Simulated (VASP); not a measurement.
# V (P6/mmm) in VASP: further runs

V is run at these levels: revPBE; tasks: single point.

All numbers are computed with VASP 6.6.1; they aren't measurements. Logs are shortened: lines on timing, memory, paths and dates and some standing lists are left out, and cuts for length are marked.

### 1 The cell of the first run

Symmetry: P6/mmm, No. 191, hexagonal system. Conventional cell: a = 4.592 Å, b = 4.592 Å, c = 2.470 Å, α = 90.00°, β = 90.00°, γ = 120.00°. Within 3.3 Å of V (site symmetry 6/mmm) lie 14 V at 2.47 to 2.92 Å. Within 3.3 Å of V (site symmetry -6m2) lie 11 V at 2.47 to 2.92 Å.

This isn't the form of V at room conditions, which is bcc.

### 2 Single point, revPBE (15.04 Å³/atom)

INCAR

```
SYSTEM = V
ALGO = Normal
EDIFF = 1E-6
ENCUT = 520
GGA = RE
ISIF = 2
ISMEAR = -1
LASPH = .TRUE.
LCHARG = .FALSE.
LREAL = .FALSE.
LWAVE = .FALSE.
NBANDS = 26
NELM = 60
PREC = Accurate
SIGMA = 0.1
```

KPOINTS

```
k-points
0
G
  9 9 15
  0 0 0
```

POSCAR

```
V
1.0
    4.5924329807      0.0000000000      0.0000000000
   -2.2962164903      3.9771636264      0.0000000000
    0.0000000000      0.0000000000      2.4698132368
V
3
Direct
    0.0000000000      1.0000000000      0.0000000000
    0.3333333333      0.6666666667      0.5000000000
    0.6666666667      0.3333333333      0.5000000000
```

Potentials or basis: VASP PAW PBE potentials, release 64 (V_sv).

Command:

```
> cat potpaw_PBE.64/V_sv/POTCAR > POTCAR
> mpirun -np 1 vasp_std > vasp.out
```

OUTCAR:

```text
SYSTEM = V
   EDIFF = 1E-6
   ENCUT = 520
   GGA = RE
   ISIF = 2
   ISMEAR = -1
   LASPH = .TRUE.
   LREAL = .FALSE.
   NELM = 60
   PREC = Accurate

 ion  position               nearest neighbor table
   1  0.000  0.000  0.000-
   2  0.333  0.667  0.500-   3 2.65   3 2.65   3 2.65
   3  0.667  0.333  0.500-   2 2.65   2 2.65   2 2.65

  LATTYP: Found a hexagonal cell.
 ALAT       =     4.5924329807
 C/A-ratio  =     0.5378006053

  Lattice vectors:

 A1 = (   4.5924329807,   0.0000000000,   0.0000000000)
 A2 = (  -2.2962164903,   3.9771636264,   0.0000000000)
 A3 = (   0.0000000000,   0.0000000000,   2.4698132368)

Analysis of symmetry for initial positions (statically):
=====================================================================
 Subroutine PRICEL returns:
 Original cell was already a primitive cell.

 Routine SETGRP: Setting up the symmetry group for a
 hexagonal supercell.

 Subroutine GETGRP returns: Found 24 space group operations
 (whereof 24 operations were pure point group operations)
 out of a pool of 24 trial point group operations.

The static configuration has the point symmetry D_6h.

Analysis of symmetry for dynamics (positions and initial velocities):
=====================================================================
 Subroutine PRICEL returns:
 Original cell was already a primitive cell.

 Routine SETGRP: Setting up the symmetry group for a
 hexagonal supercell.

 Subroutine GETGRP returns: Found 24 space group operations
 (whereof 24 operations were pure point group operations)
 out of a pool of 24 trial point group operations.

The dynamic configuration has the point symmetry D_6h.

 Subroutine INISYM returns: Found 24 space group operations
 (whereof 24 operations are pure point group operations),
 and found     1 'primitive' translations

----------------------------------------------------------------------------------------

                                     Primitive cell

  volume of cell :      45.1108

  direct lattice vectors                    reciprocal lattice vectors
     4.592432981  0.000000000  0.000000000     0.217749503  0.125717734  0.000000000
    -2.296216490  3.977163626  0.000000000     0.000000000  0.251435469  0.000000000
     0.000000000  0.000000000  2.469813237     0.000000000  0.000000000  0.404888914

  length of vectors
     4.592432981  4.592432981  2.469813237     0.251435469  0.251435469  0.404888914

  position of ions in fractional coordinates (direct lattice)
     0.000000000  0.000000000  0.000000000
     0.333333333  0.666666667  0.500000000
     0.666666667  0.333333333  0.500000000

  ion indices of the primitive-cell ions
   primitive index   ion index
                 1           1
                 2           2
                 3           3

----------------------------------------------------------------------------------------

 KPOINTS: k-points

Automatic generation of k-mesh.
 Grid dimensions read from file:
 generate k-points for:    9    9   15

 Generating k-lattice:

  Cartesian coordinates                     Fractional coordinates (reciprocal lattice)
     0.024194389  0.013968637  0.000000000     0.111111111  0.000000000  0.000000000
     0.000000000  0.027937274  0.000000000     0.000000000  0.111111111  0.000000000
     0.000000000  0.000000000  0.026992594     0.000000000  0.000000000  0.066666667

  Length of vectors
     0.027937274  0.027937274  0.026992594

  Shift w.r.t. Gamma in fractional coordinates (k-lattice)
     0.000000000  0.000000000  0.000000000

 Subroutine IBZKPT returns following result:
 ===========================================

 Found     96 irreducible k-points:

 Following reciprocal coordinates:
            Coordinates               Weight
  0.000000  0.000000  0.000000      1.000000
  0.111111  0.000000  0.000000      6.000000
  0.222222 -0.000000  0.000000      6.000000
  0.333333  0.000000  0.000000      6.000000
  0.444444 -0.000000  0.000000      6.000000
  0.111111  0.111111  0.000000      6.000000
[... 16 lines left out ...]
  0.333333  0.222222  0.066667     24.000000
  0.333333  0.333333  0.066667      4.000000
 [... further k-points ...]
   k-points           NKPTS =     96   k-points in BZ     NKDIM =     96   number of bands    NBANDS=     26
   number of dos      NEDOS =    301   number of ions     NIONS =      3
   total plane-waves  NPLWV =  23328
   dimension x,y,z NGX =    36 NGY =   36 NGZ =   18
   dimension x,y,z NGXF=    72 NGYF=   72 NGZF=   36
   ions per type =               3
   NGX,Y,Z   is equivalent  to a cutoff of  13.03, 13.03, 12.12 a.u.
   NGXF,Y,Z  is equivalent  to a cutoff of  26.06, 26.06, 24.23 a.u.
 SYSTEM =  V
   PREC   = accura    normal or accurate (medium, high low for compatibility)
   ISTART =      0    job   : 0-new  1-cont  2-samecut
   ICHARG =      2    charge: 1-file 2-atom 10-const
   ISPIN  =      1    spin polarized calculation?
   LNONCOLLINEAR =      F non collinear calculations
   LSORBIT =      F    spin-orbit coupling
   LASPH  =      T    aspherical Exc in radial PAW
   ENCUT  =  520.0 eV  38.22 Ry    6.18 a.u.   8.54  8.54  4.59*2*pi/ulx,y,z
   NELM   =     60;   NELMIN=  2; NELMDL= -5     # of ELM steps
   EDIFF  = 0.1E-05   stopping-criterion for ELM
   LREAL  =      F    real-space projection
   EDIFFG = 0.1E-04   stopping-criterion for IOM
   NSW    =      0    number of steps for IOM
   IBRION =     -1    ionic relax: 0-MD 1-quasi-New 2-CG
   NFREE  =      0    steps in history (QN), initial steepest desc. (CG)
   ISIF   =      2    stress and relaxation
   ISYM   =      2    0-nonsym 1-usesym 2-fastsym
   POTIM  = 0.5000    time-step for ionic-motion
   TEBEG  =    0.0;   TEEND  =   0.0 temperature during run
   PSTRESS=    0.0 pullay stress
   NELECT =      39.0000    total number of electrons
   NUPDOWN=      -1.0000    fix difference up-down
   EMIN   =  10.00;   EMAX   =-10.00  energy-range for DOS
   EFERMI =   0.00;   METHOD = LEGACY
   ISMEAR =    -1;   SIGMA  =   0.10  broadening in eV -4-tet -1-fermi 0-gaus
   EFERMI_NEDOS =   21; number of points for ismear=-14 and -15
   IALGO  =     38    algorithm
   IMIX   =      4    mixing-type and parameters
     AMIX     =   0.40;   BMIX     =  1.00
     AMIX_MAG =   1.60;   BMIX_MAG =  1.00
  volume/ion in A,a.u.               =      15.04       101.47
  Fermi-wavevector in a.u.,A,eV,Ry     =   1.559563  2.947147 33.092586  2.432236
  Thomas-Fermi vector in A             =   2.662903
   LORBIT       =      0    0 simple, 1 ext, 2 COOP (PROOUT), +10 PAW based schemes
   GGA     = RE    functional components
   LHFCALC =     F    Hartree Fock is set to
   AEXX    =    0.0000 exact exchange contribution
   IVDW    =     0    specifies the selected vdW correction
   LEPSILON=     F    determine dielectric tensor
   LRPA    =     F    only Hartree local field effects (RPA)
 non-spin polarized calculation
  energy-cutoff  :      520.00
  volume of cell :       45.11
 maximum number of plane-waves:      1275
 NGX is ok and might be reduce to    36
   NGX = 17   NGY = 17   NGZ =  9

 number of electron      39.0000011 magnetization

 Free energy of the ion-electron system (eV)
  ---------------------------------------------------
  ext. energy  EPLUGINS =         0.00000000
  ---------------------------------------------------
  free energy    TOTEN  =       -25.38988053 eV

  energy without entropy =      -25.24836612  energy(sigma->0) =      -25.31912332

 E-fermi :   8.6812     XC(G=0): -12.2134

 val. band max:        8.6779062467   @ k =   0.3333   0.2222   0.2000
 cond. band min:       8.6864873417   @ k =   0.3333   0.2222   0.4667
 fundamental gap:      0.0085810949
 Fermi energy:         8.6812244141

 k-point     1 :       0.0000    0.0000    0.0000
  band No.  band energies     occupation
      1     -55.4975      2.00000
      2     -55.4112      2.00000
      3     -55.3621      2.00000
      4     -29.3795      2.00000
      5     -29.3795      2.00000
      6     -29.3143      2.00000
[... 18 lines left out ...]
     25      10.7398      0.00000
     26      10.7398      0.00000

 k-point     2 :       0.1111    0.0000    0.0000
  band No.  band energies     occupation
      1     -55.4937      2.00000
      2     -55.4123      2.00000
      3     -55.3648      2.00000
      4     -29.4133      2.00000
      5     -29.4022      2.00000
      6     -29.2765      2.00000
[... 18 lines left out ...]
     25      10.9338      0.00000
     26      10.9538      0.00000

 k-point     3 :       0.2222   -0.0000    0.0000
  band No.  band energies     occupation
      1     -55.4832      2.00000
      2     -55.4155      2.00000
      3     -55.3723      2.00000
      4     -29.4587      2.00000
      5     -29.4126      2.00000
      6     -29.2196      2.00000
[... 18 lines left out ...]
     25      11.1323      0.00000
     26      11.1897      0.00000

 k-point     4 :       0.3333    0.0000    0.0000
  band No.  band energies     occupation
      1     -55.4682      2.00000
      2     -55.4204      2.00000
      3     -55.3825      2.00000
      4     -29.4930      2.00000
      5     -29.3876      2.00000
      6     -29.1733      2.00000
[... 18 lines left out ...]
     25      11.2754      0.00000
     26      11.3186      0.00000

 k-point     5 :       0.4444   -0.0000    0.0000
  band No.  band energies     occupation
      1     -55.4538      2.00000
      2     -55.4269      2.00000
      3     -55.3905      2.00000
      4     -29.5112      2.00000
      5     -29.3288      2.00000
      6     -29.2435      2.00000
[... 18 lines left out ...]
     25      10.9815      0.00000
     26      11.0939      0.00000

 k-point     6 :       0.1111    0.1111    0.0000
  band No.  band energies     occupation
      1     -55.4866      2.00000
      2     -55.4144      2.00000
      3     -55.3699      2.00000
      4     -29.4380      2.00000
      5     -29.4236      2.00000
      6     -29.2284      2.00000
[... 427 lines left out ...]
 k-point    21 :       0.4444    0.1111    0.0667
  band No.  band energies     occupation
      1     -55.4442      2.00000
      2     -55.4206      2.00000
      3     -55.3886      2.00000
      4     -29.4908      2.00000
      5     -29.3111      2.00000
      6     -29.2835      2.00000
[... 18 lines left out ...]
     25      10.8465      0.00000
     26      10.8999      0.00000

 k-point    22 :       0.2222    0.2222    0.0667
  band No.  band energies     occupation
      1     -55.4547      2.00000
      2     -55.4149      2.00000
      3     -55.3837      2.00000
      4     -29.4506      2.00000
      5     -29.4129      2.00000
      6     -29.2061      2.00000
[... 18 lines left out ...]
     25      10.9406      0.00000
     26      11.3414      0.00000

 k-point    23 :       0.3333    0.2222    0.0667
  band No.  band energies     occupation
      1     -55.4442      2.00000
      2     -55.4151      2.00000
      3     -55.3940      2.00000
      4     -29.4509      2.00000
      5     -29.3686      2.00000
      6     -29.2848      2.00000
[... 18 lines left out ...]
     25      10.6927      0.00000
     26      11.0675      0.00000

 k-point    24 :       0.3333    0.3333    0.0667
  band No.  band energies     occupation
      1     -55.4414      2.00000
      2     -55.4060      2.00000
      3     -55.4060      2.00000
      4     -29.4188      2.00000
      5     -29.3511      2.00000
      6     -29.3511      2.00000
[... 18 lines left out ...]
     25      10.7838      0.00000
     26      10.7838      0.00000

 [... further k-points ...]

------------------------ aborting loop because EDIFF is reached ----------------------------------------

  FORCE on cell =-STRESS in cart. coord.  units (eV):
  Direction    XX          YY          ZZ          XY          YZ          ZX
  --------------------------------------------------------------------------------------
  -------------------------------------------------------------------------------------
  Total       -3.0865978     -3.0865978     -3.0654139     -0.0000000     -0.0000000      0.0000000
  in kB     -109.6251575   -109.6251575   -108.8727775     -0.0000000     -0.0000000      0.0000000
  external PRESSURE =    -109.3743642 kB  Pullay stress =       0.0000000 kB

 VOLUME and BASIS-vectors are now :
 -----------------------------------------------------------------------------
  energy-cutoff  :      520.00
  volume of cell :       45.11
      direct lattice vectors                 reciprocal lattice vectors
     4.592432981  0.000000000  0.000000000     0.217749503  0.125717734  0.000000000
    -2.296216490  3.977163626  0.000000000     0.000000000  0.251435469  0.000000000
     0.000000000  0.000000000  2.469813237     0.000000000  0.000000000  0.404888914

 POSITION                                       TOTAL-FORCE (eV/Angst)
 -----------------------------------------------------------------------------------
      0.00000      0.00000      0.00000         0.000000      0.000000     -0.000000
     -0.00000      2.65144      1.23491        -0.000000      0.000000      0.000000
      2.29622      1.32572      1.23491         0.000000     -0.000000     -0.000000
 -----------------------------------------------------------------------------------
    total drift:                                0.000000      0.000000     -0.000000

  FREE ENERGIE OF THE ION-ELECTRON SYSTEM (eV)
  ---------------------------------------------------
  free  energy   TOTEN  =       -25.3898805293 eV

  energy  without entropy=      -25.2483661185  energy(sigma->0) =      -25.31912332
```

It took 62 s on 1 thread of AMD EPYC 9R45 (Zen 5), shared host; peak memory 0.19 GiB.

Results:

```
Free energy            : -25.3899 eV
Pressure               : -10.9 GPa
Band gap on the k mesh : zero (an odd number of electrons rules out a gap without spin polarisation)
```

Caveat: the cell stands under tension; the PAW data sets were made with another functional, which shifts forces and pressure a little.

(Continued in part 2 of 2.)
